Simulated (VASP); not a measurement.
A run of VASP 6.6.1 is set up as follows.

Contents of INCAR:

```
SYSTEM = Li4SiC2
PREC = Accurate
ENCUT = 600
EDIFF = 1E-6
ISMEAR = 0
SIGMA = 0.1
LREAL = .FALSE.
LASPH = .TRUE.
NELM = 100
ALGO = Normal
ISIF = 3
LWAVE = .FALSE.
LCHARG = .FALSE.
GGA = PE
IBRION = 2
NSW = 90
EDIFFG = -0.04
```

The input KPOINTS:

```
regular mesh
0
G
  6 6 6
  0 0 0
```

The input POSCAR:

```
Li4SiC2
1.0
   -4.4285127325      4.4285127325      1.3256320627
    4.4285127325     -4.4285127325      1.3256320627
    4.4285127325      4.4285127325     -1.3256320627
Li Si C
4 1 2
Direct
    0.2524664447      0.5000000000      0.7524664447
    0.5000000000      0.2524664447      0.7524664447
    0.5000000000      0.7475335553      0.2475335553
    0.7475335553      0.5000000000      0.2475335553
    0.0000000000      0.0000000000      0.0000000000
    0.7500000000      0.2500000000      0.5000000000
    0.2500000000      0.7500000000      0.5000000000
```

Potentials or basis: VASP PAW PBE potentials, release 64 (Li_sv, Si, C).

The run is started by

```console
$ cat potpaw_PBE.64/Li_sv/POTCAR potpaw_PBE.64/Si/POTCAR potpaw_PBE.64/C/POTCAR > POTCAR
$ mpirun -np 1 vasp_std > vasp.out
```

Problem. Predict the relaxed cell.

Solution. a = 6.286 Å, b = 6.286 Å, c = 6.286 Å, α = 92.62°, β = 92.62°, γ = 155.33°.

Problem. Predict the band gap on the k mesh.

Solution. Zero (bands 12 and 13 overlap by 2.33 eV).

Problem. Estimate the space group after relaxing (to 0.1 Å).

Solution. I4/mmm (No. 139).

Problem. What does it give for the relaxed volume?

Solution. 14.47 Å³/atom.

Forces on the atoms (eV/Å):
```
Li   0.000  0.014  0.000
Li   0.014  0.000  0.000
Li  -0.014  0.000  0.000
Li   0.000 -0.014  0.000
Si   0.000  0.000  0.000
C    0.000  0.000  0.000
C    0.000  0.000  0.000
```

Caveat: the k points lie up to 0.41 Å⁻¹ apart in the final cell, too coarse for converged energies and pressures of a metal; the cutoff is under 1.25 times the usual one of these potentials, so pressure, stress and relaxed cells hold a basis-set (Pulay) error.
